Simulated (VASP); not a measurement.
Cu2Os:

```
Cu Os
1.0
     0.00000    2.69440    2.69440
     2.69440    0.00000    2.69440
     2.69440    2.69440    0.00000
Cu Os
2 1
Direct
  0.25000 0.25000 0.25000
  0.75000 0.75000 0.75000
  0.00000 0.00000 0.00000
```

| Property | Result |
| --- | --- |
| Program | VASP 6.6.1 |
| Task | relaxation of cell and atoms |
| Functional | PBE |
| Potentials or basis | VASP PAW PBE potentials, release 64 (Cu, Os) |
| Cutoff | 600 eV |
| k mesh | 6 × 6 × 6 |
| Occupations | gaussian, width 0.1 eV |
| Spin | no spin polarisation |

At the start: pressure 45.4 GPa; volume 13.04 Å³/atom.

Q: Where does the relaxation end?

A: Over 5 steps the energy falls by 325.4 meV/atom and the volume is 15.79 Å³/atom (+21.1 %); space group Fm-3m (No. 225, to 0.05 Å).

Step by step:
```
step  energy change (eV)  largest force (eV/Å)  pressure (GPa)  volume (Å³)
   1              0.0000                0.0000           45.45        39.12
   2              0.5011                0.0000          -20.90        64.03
   3             -0.9716                0.0000           -2.02        48.10
   4             -0.9757                0.0000           -0.66        47.61
   5             -0.9761                0.0000            0.14        47.38
```

Final structure:
```
CELL_PARAMETERS angstrom
0.00000 2.87199 2.87199
2.87199 0.00000 2.87199
2.87199 2.87199 0.00000
ATOMIC_POSITIONS crystal
Cu 0.25000 0.25000 0.25000
Cu 0.75000 0.75000 0.75000
Os 0.00000 0.00000 0.00000
```

Caveat: the volume moved by over 15 % at a fixed basis, so the end points are rough.
